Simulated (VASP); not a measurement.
BiMo, 4 atoms in the cell. The structure is hexagonal, space group P6_3/mmc (No. 194). The conventional cell has a = 4.482 Å, b = 4.482 Å, c = 5.096 Å, α = 90.00°, β = 90.00°, γ = 120.00°. Within 3.4 Å of Mo (site symmetry -3m) lie 2 Mo at 2.55 Å and 6 Bi at 2.88 Å. Bi (site symmetry -6m2) has 6 Mo at 2.88 Å and 6 Bi at 3.63 Å within 3.8 Å. 

```yaml
Program: VASP 6.6.1
Task: single point
Functional: PBEsol
Potentials_or_basis: VASP PAW PBE potentials, release 64 (Mo_sv, Bi_d)
Cutoff: 520 eV
k_mesh: 8 × 8 × 6
Occupations: gaussian, width 0.05 eV
Spin: no spin polarisation
Dipole_correction: no
Further_INCAR_settings: ALGO = Fast; EDIFF = 1e-07; NBANDS = 37
```

Potentials or basis: VASP PAW PBE potentials, release 64 (Mo_sv, Bi_d).

The run is started by

```sh
$ cat potpaw_PBE.64/Mo_sv/POTCAR potpaw_PBE.64/Bi_d/POTCAR > POTCAR
$ mpirun -np 1 vasp_std > vasp.out
```

Hardware: 1 thread of Oxide Virtual Turin-like Processor (shared host).

Question: Estimate the wall time of this run.

Answer: It took 2.9 min on 1 thread of Oxide Virtual Turin-like Processor (shared host), peak memory 0.25 GiB. Counts: scf iterations 16, k points 40.
